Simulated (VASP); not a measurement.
A run of VASP 6.6.1:

The input INCAR:

```
SYSTEM = MgS
PREC = Accurate
ENCUT = 600
EDIFF = 1E-6
ISMEAR = 0
SIGMA = 0.1
LREAL = .FALSE.
LASPH = .TRUE.
NELM = 120
ALGO = Normal
ISIF = 2
LWAVE = .FALSE.
LCHARG = .FALSE.
GGA = PE
NBANDS = 11
GGA_COMPAT = .FALSE.
```

Contents of KPOINTS:

```
regular mesh
0
G
  6 6 6
  0 0 0
```

POSCAR

```
MgS
1.0
    0.0000000000      2.6043975556      2.6043975556
    2.6043975556      0.0000000000      2.6043975556
    2.6043975556      2.6043975556      0.0000000000
Mg S
1 1
Direct
    0.6060000000      0.8760000000      0.0010000000
    1.1060000000      1.3760000000      0.5010000000
```

Potentials or basis: VASP PAW PBE potentials, release 64 (Mg, S).

Command:

```sh
$ cat potpaw_PBE.64/Mg/POTCAR potpaw_PBE.64/S/POTCAR > POTCAR
$ mpirun -np 1 vasp_std > vasp.out
```

Hardware: 1 thread of AMD EPYC 7R43 64-Core Processor (Zen 3) (shared host).

Problem. Estimate the wall time of this run.

Solution. Wall time 8.3 s on 1 thread of AMD EPYC 7R43 64-Core Processor (Zen 3), on a shared host, peak memory 0.13 GiB. Counts: scf iterations 12, k points 16.
